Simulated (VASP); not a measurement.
A run of VASP 6.6.1:

Contents of INCAR:

```
SYSTEM = Au
PREC = Accurate ; ENCUT = 520
EDIFF = 1E-7 ; ISMEAR = 0
SIGMA = 0.15 ; LREAL = .False.
LASPH = .True. ; NELM = 60
ALGO = Fast ; ISIF = 2
LWAVE = .False. ; LCHARG = .True.
GGA = PS ; LELF = .True.
LVHAR = .True. ; NBANDS = 12
```

Contents of KPOINTS:

```
Automatic mesh
0
Gamma
  20 20 20
  0 0 0
```

The input POSCAR:

```
Au
1.0
   -1.7069870700      1.7069870700      1.6821280350
    1.7069870700     -1.7069870700      1.6821280350
    1.7069870700      1.7069870700     -1.6821280350
Au
1
Direct
    0.0000000000      0.0000000000      0.0000000000
```

Potentials or basis: VASP PAW PBE potentials, release 64 (Au).

Run with:

```console
$ cat potpaw_PBE.64/Au/POTCAR > POTCAR
$ mpirun -np 1 vasp_std > vasp.out
```

Hardware: 1 thread of Intel(R) Xeon(R) Platinum 8488C (Sapphire Rapids), on a shared host.

Question: How long does it take, and how much memory?

Answer: Wall time 65 s on 1 thread of Intel(R) Xeon(R) Platinum 8488C (Sapphire Rapids), on a shared host, peak memory 0.26 GiB. Counts: scf iterations 13, k points 641.
